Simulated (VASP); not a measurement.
WS2 (Tungstenite):

```xyz
6
Lattice="3.1800 0.0000 0.0000 -1.5900 2.7540 0.0000 0.0000 0.0000 12.5000" Properties=species:S:1:pos:R:3 pbc="T T T"
W     1.5900    0.9180    9.3750
W     0.0000    1.8360    3.1250
S     1.5900    0.9180    4.6875
S     0.0000    1.8360   10.9375
S     1.5900    0.9180    1.5625
S     0.0000    1.8360    7.8125
```

Base run:

- Program: VASP 6.6.1
- Functional: PBEsol
- Potentials or basis: VASP PAW PBE potentials, release 64 (W_sv, S)
- Cutoff: 520 eV
- k mesh: 10 × 10 × 3
- Occupations: fermi-dirac, width 0.05 eV
- Spin: no spin polarisation

Its results: band gap on the k mesh 1.09 eV, indirect (least direct gap 2.08 eV); pressure -2.6 GPa; largest force 0.134 eV/Å.

Q: The run is repeated on the same cell with these changes: functional from PBEsol to BLYP. What comes out?

A: Band gap on the k mesh 1.14 eV, indirect (least direct gap 2.09 eV); pressure 9.8 GPa; largest force 0.568 eV/Å.

BLYP binds less tightly than PBEsol, so the same cell stands under more pressure.

Caveats: the PAW data sets were made with another functional, which shifts forces and pressure a little; spin-orbit coupling is left out, which moves the levels of the heavy elements; this functional lacks dispersion, which binds the layers, so the pressure and a relaxed spacing across them are unreliable.

A k mesh can miss the band edges.
